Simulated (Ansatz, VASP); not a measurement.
**One calculation of AgPt3, two programs**

Contents of INCAR:

```
SYSTEM = AgPt3
PREC     = Accurate       ! precision mode
ENCUT    = 520            ! plane-wave cutoff, eV
EDIFF    = 1E-8           ! SCF threshold, eV
ISMEAR   = -1             ! smearing method
SIGMA    = 0.08           ! smearing width, eV
LREAL    = .False.        ! projectors in reciprocal space
LASPH    = .True.         ! aspherical terms in the spheres
NELM     = 100            ! most SCF steps
ALGO     = Normal         ! electronic algorithm
ISIF     = 2              ! what is computed and relaxed
LWAVE    = .False.        ! write WAVECAR
LCHARG   = .False.        ! write CHGCAR
LEFG     = .True.       
NBANDS   = 28             ! bands
```

The input KPOINTS:

```
regular mesh
0
Gamma
  9 9 9
  0 0 0
```

POSCAR

```
AgPt3
1.0
    3.9000000000      0.0000000000      0.0000000000
    0.0000000000      3.9000000000      0.0000000000
    0.0000000000      0.0000000000      3.9000000000
Ag Pt
1 3
Direct
    0.0000000000      0.0000000000      0.0000000000
    0.0000000000      0.5000000000      0.5000000000
    0.5000000000      0.0000000000      0.5000000000
    0.5000000000      0.5000000000      0.0000000000
```

Input for Ansatz:

```yaml
crystal:
  lattice:
    - [3.9, 0.0, 0.0]
    - [0.0, 3.9, 0.0]
    - [0.0, 0.0, 3.9]
  atoms:
    - { symbol: Ag, position: [0.0, 0.0, 0.0] }
    - { symbol: Pt, position: [0.0, 0.5, 0.5] }
    - { symbol: Pt, position: [0.5, 0.0, 0.5] }
    - { symbol: Pt, position: [0.5, 0.5, 0.0] }
kpoints:
  mp_grid: { grid: [9, 9, 9] }
  band_path:
    path:
      - [0.0, 0.0, 0.0]
      - [0.0, 0.5, 0.0]
      - [0.5, 0.5, 0.0]
      - [0.0, 0.0, 0.0]
      - [0.5, 0.5, 0.5]
      - [0.0, 0.5, 0.0]
      - [0.5, 0.5, 0.5]
      - [0.5, 0.5, 0.0]
    npoints: 8
scf:
  occupations: { method: fermi_dirac, width: 0.08 }
hamiltonian:
  xc: lda
  pseudopotentials: { kind: all_electron, datasets: crystal }
output:
  forces: true
  stress: true
  eigenvalues: true
  efg: { contact_densities: true }
```

Alike in both runs: task electric field gradients; functional LDA; k mesh 9 × 9 × 9; occupations fermi-dirac, width 0.08 eV; no spin polarisation.

|  | VASP | Ansatz |
| --- | --- | --- |
| version | VASP 6.6.1 | Ansatz 0.2.0 |
| potentials or method | VASP PAW LDA potentials, release 64 (Ag, Pt), cutoff 520 eV | all-electron PAW with datasets made for the crystal, scalar-relativistic |

```tsv
	VASP	Ansatz	Ansatz less VASP
pressure (GPa)	2.9	2.3	-0.59
size of Vzz on the site where it differs most (V/Å²)	15.6	10.0	-5.58
```

LDA's correlation is that of Perdew and Zunger in VASP and of Perdew and Wang (1992) in Ansatz. Ansatz ran all-electron here, and VASP with PAW potentials.

Spin-orbit coupling is off throughout.
